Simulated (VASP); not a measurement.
# CaSn2O5 (Cmcm) in VASP: a series of runs, part 2 of 2

VASP 6.6.1.

## (3) Electric field gradients, r2SCAN

POSCAR reads:

```
CaSn2O5
1.0
    2.0005687264     -5.4591543772      0.0000000000
    2.0005687264      5.4591543772      0.0000000000
    0.0000000000      0.0000000000     10.8637004700
Ca Sn O
2 4 10
Direct
    0.1926225200      0.8073774800      0.2500000000
    0.8073774800      0.1926225200      0.7500000000
    0.8681984200      0.1318015800      0.0628791400
    0.1318015800      0.8681984200      0.9371208600
    0.1318015800      0.8681984200      0.5628791400
    0.8681984200      0.1318015800      0.4371208600
    0.1984940200      0.8015059800      0.7500000000
    0.8015059800      0.1984940200      0.2500000000
    0.6943133000      0.3056867000      0.5531824900
    0.3056867000      0.6943133000      0.4468175100
    0.3056867000      0.6943133000      0.0531824900
    0.6943133000      0.3056867000      0.9468175100
    0.0474373200      0.9525626800      0.1092214900
    0.9525626800      0.0474373200      0.8907785100
    0.0474373200      0.9525626800      0.3907785100
    0.9525626800      0.0474373200      0.6092214900
```

INCAR.step1 reads:

```
PREC = Accurate ; ENCUT = 520
ISMEAR = -1 ; SIGMA = 0.02
LREAL = Auto ; LASPH = True
NELM = 100 ; NBANDS = 82
GGA = PE ; ALGO = Normal
EDIFF = 1E-4 ; LWAVE = True
LCHARG = False
```

INCAR.step2 reads:

```
PREC = Accurate ; ENCUT = 520
EDIFF = 1E-8 ; ISMEAR = -1
SIGMA = 0.02 ; LREAL = Auto
LASPH = True ; NELM = 100
ALGO = Normal ; ISIF = 2
LWAVE = False ; LCHARG = False
METAGGA = R2SCAN ; LMIXTAU = True
LEFG = True ; NBANDS = 82
ISTART = 1
```

KPOINTS reads:

```
regular mesh
0
Gamma
  6 6 2
```

Potentials or basis: VASP PAW PBE potentials, release 64 (Ca_sv, Sn_d, O).

Started as:

```bash
$ cat potpaw_PBE.64/Ca_sv/POTCAR potpaw_PBE.64/Sn_d/POTCAR potpaw_PBE.64/O/POTCAR > POTCAR
$ cp INCAR.step1 INCAR
$ mpirun -np 1 vasp_std > vasp.out
$ cp INCAR.step2 INCAR
$ mpirun -np 1 vasp_std > vasp.out
```

OUTCAR:

```text
PREC = Accurate
   ENCUT = 520
   EDIFF = 1E-8
   ISMEAR = -1
   LREAL = Auto
   LASPH = True
   NELM = 100
   ISIF = 2
   METAGGA = R2SCAN
   ISTART = 1

 ion  position               nearest neighbor table
   1  0.193  0.807  0.250-  13 2.20  15 2.20   8 2.33   8 2.33  11 2.47  10 2.47   3 3.44   3 3.44
                             6 3.44   6 3.44   5 3.46   4 3.46
   2  0.807  0.193  0.750-  14 2.20  16 2.20   7 2.33   7 2.33  12 2.47   9 2.47   4 3.44   4 3.44
                             5 3.44   5 3.44   6 3.46   3 3.46
   3  0.868  0.132  0.063-  13 2.02  14 2.08  11 2.12  11 2.12   8 2.16  12 2.28   4 3.19   1 3.44
                             1 3.44   2 3.46   4 3.54   4 3.54
   4  0.132  0.868  0.937-  14 2.02  13 2.08  12 2.12  12 2.12   7 2.16  11 2.28   3 3.19   2 3.44
                             2 3.44   1 3.46   3 3.54   3 3.54
   5  0.132  0.868  0.563-  16 2.02  15 2.08   9 2.12   9 2.12   7 2.16  10 2.28   6 3.19   2 3.44
                             2 3.44   1 3.46   6 3.54   6 3.54
   6  0.868  0.132  0.437-  15 2.02  16 2.08  10 2.12  10 2.12   8 2.16   9 2.28   5 3.19   1 3.44
                             1 3.44   2 3.46   5 3.54   5 3.54
   7  0.198  0.802  0.750-   4 2.16   5 2.16   2 2.33   2 2.33
   8  0.802  0.198  0.250-   3 2.16   6 2.16   1 2.33   1 2.33
   9  0.694  0.306  0.553-   5 2.12   5 2.12   6 2.28   2 2.47
  10  0.306  0.694  0.447-   6 2.12   6 2.12   5 2.28   1 2.47
  11  0.306  0.694  0.053-   3 2.12   3 2.12   4 2.28   1 2.47
[... 2272 lines left out ...]
 ion       V_xx      V_yy      V_zz      V_xy      V_xz      V_yz
---------------------------------------------------------------------
   1      28.468   -20.437    -8.031     0.000     0.000     0.000
   2      28.468   -20.437    -8.031     0.000     0.000    -0.000
   3      42.108   -36.823    -5.285    -0.000    -0.000   -15.155
   4      42.108   -36.823    -5.285    -0.000     0.000   -15.155
   5      42.108   -36.823    -5.285     0.000    -0.000    15.155
   6      42.108   -36.823    -5.285     0.000    -0.000    15.155
[... 8 lines left out ...]
  15     -61.739    68.702    -6.964    -0.000    -0.000   -32.213
  16     -61.739    68.702    -6.964    -0.000    -0.000   -32.213
---------------------------------------------------------------------

 Electric field gradients after diagonalization (V/A^2)
 (convention: |V_zz| > |V_xx| > |V_yy|)
----------------------------------------------------------------------
 ion       V_xx      V_yy      V_zz     asymmetry (V_yy - V_xx)/ V_zz
----------------------------------------------------------------------
   1     -20.437    -8.031    28.468       0.436
   2     -20.437    -8.031    28.468       0.436
   3      42.108     0.817   -42.924       0.962
   4      42.108     0.817   -42.924       0.962
   5      42.108     0.817   -42.924       0.962
   6      42.108     0.817   -42.924       0.962
[... 8 lines left out ...]
  15     -61.739   -18.820    80.558       0.533
  16     -61.739   -18.820    80.558       0.533
----------------------------------------------------------------------

           NMR quadrupolar parameters

 Cq : quadrupolar parameter    Cq=e*Q*V_zz/h
 eta: asymmetry parameters     (V_yy - V_xx)/ V_zz
 Q  : nuclear electric quadrupole moment in mb (millibarn)
----------------------------------------------------------------------
 ion       Cq(MHz)       eta       Q (mb)
----------------------------------------------------------------------
   1       0.069       0.436       1.000
   2       0.069       0.436       1.000
   3      -0.104       0.962       1.000
   4      -0.104       0.962       1.000
   5      -0.104       0.962       1.000
   6      -0.104       0.962       1.000
[... 8 lines left out ...]
  15       0.195       0.533       1.000
  16       0.195       0.533       1.000
----------------------------------------------------------------------
```

OUTCAR.step1:

```text
PREC = Accurate
   ENCUT = 520
   ISMEAR = -1
   LREAL = Auto
   LASPH = True
[... 2271 lines left out ...]
      2.00057      4.02010      6.11495         0.000000      0.019565     -0.005522
      2.00057     -4.02010      4.74875         0.000000     -0.019565      0.005522
[... 8 lines left out ...]
      2.00057      4.94122      4.24530         0.000000     -0.009806      0.000055
      2.00057     -4.94122      6.61840         0.000000      0.009806     -0.000055
 -----------------------------------------------------------------------------------
    total drift:                                0.000000      0.000000      0.000000

  FREE ENERGIE OF THE ION-ELECTRON SYSTEM (eV)
  ---------------------------------------------------
  free  energy   TOTEN  =      -100.1784874393 eV

  energy  without entropy=     -100.1784874392  energy(sigma->0) =     -100.17848744
```

Wall time 80 min (1 thread of AMD EPYC 9R45 (Zen 5), shared host); peak memory 0.66 GiB.

What came out:

- Free energy: -207.3496 eV
- Pressure: -4.7 GPa
- Largest force: 0.415 eV/Å
- Band gap on the k mesh: 1.99 eV, indirect (least direct gap 2.04 eV)

Forces on the atoms (eV/Å):
```
Ca   0.000 -0.051  0.000
Ca   0.000  0.051  0.000
Sn   0.000  0.018 -0.046
Sn   0.000 -0.018  0.046
Sn   0.000 -0.018 -0.046
Sn   0.000  0.018  0.046
O    0.000  0.188  0.000
O    0.000 -0.188  0.000
O    0.000  0.046 -0.057
O    0.000 -0.046  0.057
O    0.000 -0.046 -0.057
O    0.000  0.046  0.057
O    0.000  0.188 -0.370
O    0.000 -0.188  0.370
O    0.000  0.188  0.370
O    0.000 -0.188 -0.370
```

Electric field gradients, principal values (V/Å²):
```
atom    least   middle  greatest (by size)
1 Ca   -8.031  -20.437              28.468
2 Ca   -8.031  -20.437              28.468
3 Sn    0.817   42.108             -42.924
4 Sn    0.817   42.108             -42.924
5 Sn    0.817   42.108             -42.924
6 Sn    0.817   42.108             -42.924
 7 O  -35.915  -76.395             112.310
 8 O  -35.915  -76.395             112.310
 9 O   14.600   69.440             -84.040
10 O   14.600   69.440             -84.040
11 O   14.600   69.440             -84.040
12 O   14.600   69.440             -84.040
13 O  -18.820  -61.739              80.558
14 O  -18.820  -61.739              80.558
15 O  -18.820  -61.739              80.558
16 O  -18.820  -61.739              80.558
```

Caveat: without QUAD_EFG the Cq values of the log hold for a quadrupole moment of 1 mb, not for the nuclei; the PAW data sets were made with another functional, which shifts forces and pressure a little; spin-orbit coupling is left out, which moves the levels of the heavy elements.
